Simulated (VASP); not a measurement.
Nb3Sn:

```
CELL_PARAMETERS angstrom
5.28210 0.00000 0.00000
0.00000 5.28210 0.00000
0.00000 0.00000 5.28210
ATOMIC_POSITIONS crystal
Nb 0.25000 0.00000 0.50000
Nb 0.50000 0.75000 0.00000
Nb 0.75000 0.00000 0.50000
Nb 0.50000 0.25000 0.00000
Nb 0.00000 0.50000 0.75000
Nb 0.00000 0.50000 0.25000
Sn 0.00000 0.00000 0.00000
Sn 0.50000 0.50000 0.50000
```

```yaml
Program: VASP 6.6.1
Task: relaxation of cell and atoms
Functional: revPBE
Dispersion: D3(BJ)
Potentials_or_basis: VASP PAW PBE potentials, release 64 (Nb_sv, Sn_d)
Cutoff: 600 eV
k_mesh: 5 × 5 × 5
Occupations: fermi-dirac, width 0.05 eV
Spin: no spin polarisation
```

At the start: pressure -6.0 GPa; volume 18.42 Å³/atom.

Problem. Where does the relaxation end?

Solution. Over 3 steps the energy falls by 12.3 meV/atom and the volume is 17.80 Å³/atom (-3.4 %); space group Pm-3n (No. 223, to 0.1 Å) before and after.

Step by step:
| step | energy change (eV) | largest force (eV/Å) | pressure (GPa) | volume (Å³) |
| --- | --- | --- | --- | --- |
| 1 | 0.0000 | 0.0000 | -5.99 | 147.37 |
| 2 | 0.2752 | 0.0000 | 13.96 | 133.17 |
| 3 | -0.0984 | 0.0000 | -0.14 | 142.37 |

Final structure:
```xyz
8
Lattice="5.2216 0.0000 0.0000 0.0000 5.2216 0.0000 0.0000 0.0000 5.2216" Properties=species:S:1:pos:R:3 pbc="T T T"
Nb    1.3054    0.0000    2.6108
Nb    2.6108    3.9162    0.0000
Nb    3.9162    0.0000    2.6108
Nb    2.6108    1.3054    0.0000
Nb    0.0000    2.6108    3.9162
Nb    0.0000    2.6108    1.3054
Sn    0.0000    0.0000    0.0000
Sn    2.6108    2.6108    2.6108
```

Caveat: the dispersion term is far too large for a dense solid, which distorts pressure and volume; the PAW data sets were made with another functional, which shifts forces and pressure a little.
